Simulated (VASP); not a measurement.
Here is a VASP 6.6.1 calculation.

File POSCAR:

```
SiC
1.0
    0.0000000000      2.1100328771      2.3210361648
    2.1100328771      0.0000000000      2.3210361648
    2.1100328771      2.1100328771      0.0000000000
Si C
1 1
Direct
    0.0000000000      0.0000000000      0.0000000000
    0.7500000000      0.7500000000      0.7500000000
```

INCAR.step1

```
PREC     = Accurate       # precision mode
ENCUT    = 520            # plane-wave cutoff, eV
ISMEAR   = 0              # smearing method
SIGMA    = 0.05           # smearing width, eV
LREAL    = F              # projectors in reciprocal space
LASPH    = T              # aspherical terms in the spheres
NELM     = 80             # most SCF steps
NBANDS   = 11             # bands
GGA      = PE             # functional
ALGO     = Normal         # electronic algorithm
EDIFF    = 1E-4           # SCF threshold, eV
LWAVE    = T              # write WAVECAR
LCHARG   = F              # write CHGCAR
```

INCAR.step2

```
PREC     = Accurate       # precision mode
ENCUT    = 520            # plane-wave cutoff, eV
EDIFF    = 1E-7           # SCF threshold, eV
ISMEAR   = 0              # smearing method
SIGMA    = 0.05           # smearing width, eV
LREAL    = F              # projectors in reciprocal space
LASPH    = T              # aspherical terms in the spheres
NELM     = 80             # most SCF steps
ALGO     = Normal         # electronic algorithm
ISIF     = 2              # what is computed and relaxed
LWAVE    = F              # write WAVECAR
LCHARG   = T              # write CHGCAR
METAGGA  = R2SCAN         # meta-GGA
LMIXTAU  = T            
LELF     = T              # ELF
LVHAR    = T            
NBANDS   = 11             # bands
ISTART   = 1
```

KPOINTS

```
Automatic mesh
0
Gamma
  12 12 12
```

Potentials or basis: VASP PAW PBE potentials, release 64 (Si, C).

Launch:

```bash
$ cat potpaw_PBE.64/Si/POTCAR potpaw_PBE.64/C/POTCAR > POTCAR
$ cp INCAR.step1 INCAR
$ mpirun -np 1 vasp_std > vasp.out
$ cp INCAR.step2 INCAR
$ mpirun -np 1 vasp_std > vasp.out
```

What does it give for the band gap on the k mesh?

1.18 eV, indirect (least direct gap 4.97 eV).

What does it give for the pressure?

-0.7 GPa.

Stress tensor (GPa, compression positive):
```
 10.01   0.00   0.00
  0.00  10.01   0.00
  0.00   0.00 -22.19
```

Caveat: the PAW data sets were made with another functional, which shifts forces and pressure a little. A k mesh can miss the band edges.
